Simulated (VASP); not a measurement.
BeS (NiAs type), 4 atoms in the cell. Symmetry: P6_3/mmc, No. 194, hexagonal system. Conventional cell: a = 3.332 Å, b = 3.332 Å, c = 5.297 Å, α = 90.00°, β = 90.00°, γ = 120.00°. Within 3.1 Å of Be (site symmetry -3m) lie 6 S at 2.34 Å and 2 Be at 2.65 Å. S (site symmetry -6m2) has 6 Be at 2.34 Å within 3.1 Å. 

| Quantity | Value |
| --- | --- |
| Program | VASP 6.6.1 |
| Task | single point |
| Functional | PBE |
| Potentials or basis | VASP PAW PBE potentials, release 64 (Be, S) |
| Cutoff | 520 eV |
| k mesh | 12 × 12 × 7 |
| Occupations | fermi-dirac, width 0.08 eV |
| Spin | no spin polarisation |
| Dipole correction | no |
| Further INCAR settings | ALGO = Normal; EDIFF = 1e-06; NBANDS = 16 |

Potentials or basis: VASP PAW PBE potentials, release 64 (Be, S).

Run with:

```bash
$ cat potpaw_PBE.64/Be/POTCAR potpaw_PBE.64/S/POTCAR > POTCAR
$ mpirun -np 1 vasp_std > vasp.out
```

Hardware: 1 thread of Intel Xeon 8259CL, on a shared host.

How long does it take, and how much memory?

Run time: 88 s on 1 thread of Intel Xeon 8259CL, on a shared host, peak memory 0.2 GiB. Counts: scf iterations 12, k points 76.
